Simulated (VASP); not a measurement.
A run of VASP 6.6.1 is set up as follows.

Contents of INCAR:

```
SYSTEM = MoOs3
  ALGO = Fast
  EDIFF = 1E-6
  ENCUT = 520
  GGA = PE
  ISIF = 2
  ISMEAR = 0
  LASPH = .TRUE.
  LCHARG = .FALSE.
  LREAL = .FALSE.
  LWAVE = .FALSE.
  NBANDS = 27
  NELM = 100
  PREC = Accurate
  SIGMA = 0.1
```

Contents of KPOINTS:

```
k-points
0
G
  12 12 12
  0 0 0
```

Contents of POSCAR:

```
MoOs3
1.0
    3.8846238916      0.0000000000      0.0000000000
    0.0000000000      3.8846238916      0.0000000000
    0.0000000000      0.0000000000      3.8846238916
Mo Os
1 3
Direct
    0.0000000000      0.0000000000      0.0000000000
    0.0000000000      0.5000000000      0.5000000000
    0.5000000000      0.0000000000      0.5000000000
    0.5000000000      0.5000000000      0.0000000000
```

Potentials or basis: VASP PAW PBE potentials, release 64 (Mo_sv, Os).

Run with:

```sh
$ cat potpaw_PBE.64/Mo_sv/POTCAR potpaw_PBE.64/Os/POTCAR > POTCAR
$ mpirun -np 1 vasp_std > vasp.out
```

Estimate the band gap on the k mesh.

zero (bands 19 and 20 overlap by 4.20 eV).

What does it give for the pressure?

0.0 GPa.

Caveat: spin-orbit coupling is left out, which moves the levels of the heavy elements.
